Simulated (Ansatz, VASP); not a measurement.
# LiNbO in VASP and in Ansatz

```
Li Nb O
1.0
     3.64415    0.00000    0.00000
     0.00000    3.64415    0.00000
     0.00000    0.00000    5.21281
Li Nb O
2 2 2
Direct
  0.00000 0.50000 0.77800
  0.50000 0.00000 0.22200
  0.00000 0.00000 0.00000
  0.50000 0.50000 0.00000
  0.00000 0.00000 0.50000
  0.50000 0.50000 0.50000
```

Change from the starting cell: species swapped into the LaOF type (P4/nmm, No. 129).

Alike in both runs: task single point; functional PBE; k mesh 6 × 6 × 4; occupations gaussian, width 0.1 eV; no spin polarisation.

```csv
,VASP,Ansatz
version,VASP 6.6.1,Ansatz 0.2.0
potentials or method,"VASP PAW PBE potentials, release 64 (Li_sv, Nb_sv, O), cutoff 520 eV","scalar-relativistic, plane waves, PAW"
valence electrons in the cell,44,44
```

Ansatz gave:

| Quantity | Value |
| --- | --- |
| gap on the k mesh at the Fermi level (eV) | none |
| rms of the force components (eV/Å) | 2.758 |

Problem. Estimate VASP's values.

Solution. gap on the k mesh at the Fermi level (eV): none; rms of the force components (eV/Å): 2.772.

Atom by atom the forces differ by 0.013 eV/Å (rms over components). A gap of «none» marks a metal or a gap that the smearing closes.

Noted on VASP's run: the cutoff is short for stress, so the pressure is rough.
